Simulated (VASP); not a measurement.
## Al3Cu: single point with PBEsol

The system is Al3Cu.

```
CELL_PARAMETERS angstrom
3.95873 0.00000 0.00000
0.00000 3.95873 0.00000
0.00000 0.00000 3.95873
ATOMIC_POSITIONS crystal
Al 0.00000 0.50000 0.50000
Al 0.50000 0.00000 0.50000
Al 0.50000 0.50000 0.00000
Cu 0.00000 0.00000 0.00000
```

* Program: VASP 6.6.1
* Task: single point
* Functional: PBEsol
* Potentials or basis: VASP PAW PBE potentials, release 64 (Al, Cu)
* Cutoff: 520 eV
* k mesh: 6 × 6 × 6
* Occupations: methfessel-paxton, width 0.1 eV
* Spin: no spin polarisation

- Pressure: -4.6 GPa
- Band gap on the k mesh: zero (band 10 reaches 10.10 eV, above the bottom of band 11 at 5.96 eV)

Levels at points of the mesh, in eV from the Fermi level:
```csv
k point,band 8,band 9,band 10,band 11,band 12,band 13
"(0.00, 0.00, 0.00)",-2.36,-2.36,-0.55,0.33,0.33,6.18
"(0.50, 0.00, 0.00)",0.25,0.25,0.27,0.27,0.76,1.63
"(0.50, 0.50, 0.00)",-3.23,-3.00,1.30,2.84,2.84,3.28
"(0.50, 0.50, 0.50)",-3.30,-3.30,-2.41,-1.95,-1.95,-1.95
```

Run time: 28 s on 1 thread of Intel(R) Xeon(R) Platinum 8375C CPU @ 2.90GHz (Ice Lake) (shared host), peak memory 0.17 GiB.

Caveat: the PAW data sets were made with another functional, which shifts forces and pressure a little.
